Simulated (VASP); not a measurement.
Set up this calculation in VASP 6.6.1, as the native input.

```
Task                   : relaxation of cell and atoms
Functional             : PBE
Potentials or basis    : VASP PAW PBE potentials, release 64 (Te, As)
Cutoff                 : 500 eV
k mesh                 : 4 × 4 × 4
Occupations            : gaussian, width 0.1 eV
Spin                   : no spin polarisation
Dipole correction      : no
Further INCAR settings : ALGO = Normal; EDIFF = 1e-07; IBRION = 2; EDIFFG = -0.04; NSW = 90; ISIF = 3
```

The structure of Te3As4 lies in POSCAR:

```
Te3As4
1.0
    6.0223785300      0.0000000000      0.0000000000
    0.0000000000      6.0223785300      0.0000000000
    0.0000000000      0.0000000000      6.0223785300
Te As
3 4
Direct
    0.0000000000      0.0000000000      0.5000000000
    0.5000000000      0.0000000000      0.0000000000
    0.0000000000      0.5000000000      0.0000000000
    0.2842946100      0.7157053900      0.2842946100
    0.7157053900      0.2842946100      0.2842946100
    0.2842946100      0.2842946100      0.7157053900
    0.7157053900      0.7157053900      0.7157053900
```

The cell was built from a structure type or drawn by symmetry, and may not be a known phase.

The input as run:

INCAR

```
PREC = Accurate
ENCUT = 500
EDIFF = 1E-7
ISMEAR = 0
SIGMA = 0.1
LREAL = False
LASPH = True
NELM = 120
ALGO = Normal
ISIF = 3
LWAVE = False
LCHARG = False
GGA = PE
IBRION = 2
NSW = 90
EDIFFG = -0.04
GGA_COMPAT = False
NELMIN = 4
```

KPOINTS

```
Automatic mesh
0
Gamma
  4 4 4
```

Potentials or basis: VASP PAW PBE potentials, release 64 (Te, As).

Run with:

```sh
$ cat potpaw_PBE.64/Te/POTCAR potpaw_PBE.64/As/POTCAR > POTCAR
$ mpirun -np 1 vasp_std > vasp.out
```

It gave:

| Item | Value |
| --- | --- |
| Relaxed volume | 28.34 Å³/atom |
| Relaxed cell | a = 5.832 Å, b = 5.832 Å, c = 5.832 Å, α = 90.00°, β = 90.00°, γ = 90.00° |
| Space group after relaxing (to 0.1 Å) | P-43m (No. 215) |
| Pressure after relaxing | 0.1 GPa |
| Largest force after relaxing | 0.028 eV/Å |
| Band gap on the k mesh | zero (bands 19 and 20 overlap by 1.90 eV) |

Caveat: spin-orbit coupling is left out, which moves the levels of the heavy elements.

Wall time 18 min on 1 thread of Intel Xeon 8259CL, on a shared host, peak memory 0.36 GiB.
